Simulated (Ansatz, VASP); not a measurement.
Si in VASP and in Ansatz

The input INCAR:

```
SYSTEM = Si
  ALGO = Normal
  EDIFF = 1E-8
  ENCUT = 520
  GGA = PE
  ISIF = 2
  ISMEAR = -1
  LASPH = .True.
  LCHARG = .False.
  LEFG = .True.
  LREAL = .False.
  LWAVE = .False.
  NBANDS = 11
  NELM = 80
  PREC = Accurate
  SIGMA = 0.08
```

Contents of KPOINTS:

```
k-points
0
Gamma
  11 11 11
  0 0 0
```

Contents of POSCAR:

```
Si
1.0
    0.0000000000      2.7571420509      2.6340059000
    2.7571420509      0.0000000000      2.6340059000
    2.7571420509      2.7571420509      0.0000000000
Si
2
Direct
    0.5000000000      0.5000000000      0.5000000000
    0.7500000000      0.7500000000      0.7500000000
```

Input for Ansatz:

```yaml
crystal:
  lattice:
    - [0.0, 2.7571420509, 2.6340059]
    - [2.7571420509, 0.0, 2.6340059]
    - [2.7571420509, 2.7571420509, 0.0]
  atoms:
    - { symbol: Si, position: [0.5, 0.5, 0.5] }
    - { symbol: Si, position: [0.75, 0.75, 0.75] }
kpoints:
  mp_grid: { grid: [11, 11, 11] }
scf:
  occupations: { method: fermi_dirac, width: 0.08 }
hamiltonian:
  xc: pbe
  pseudopotentials: { kind: paw }
output:
  forces: true
  stress: true
  eigenvalues: true
  efg: { contact_densities: true }
  write_density: true
  write_potential: true
  elf: true
  volumetric_format: npy
```

Change from the starting cell: z stretched by -3 % at fixed volume, PAW files.

Alike in both runs: task electric field gradients; functional PBE; k mesh 11 × 11 × 11; occupations fermi-dirac, width 0.08 eV; no spin polarisation.

|  | VASP | Ansatz |
| --- | --- | --- |
| version | VASP 6.6.1 | Ansatz 0.2.0 |
| potentials or method | VASP PAW PBE potentials, release 64 (Si) | PAW with Ansatz's default frozen-core files, scalar-relativistic |
| plane-wave cutoff (eV) | 520 | 420 |
| valence electrons in the cell | 8 | 8 |

Ansatz gave:

- pressure (GPa): 1.9
- traceless stress, the component that is largest in VASP (GPa): 2.66
- size of Vzz on the site where it differs most (V/Å²): 0.8

Question: What did VASP give for the same quantities?

Answer: Pressure (GPa): 1.8; traceless stress, the component that is largest in VASP (GPa): 2.67; size of Vzz on the site where it differs most (V/Å²): 0.7.

The functional is the same, so the differences come from potentials, cutoffs and numerics.
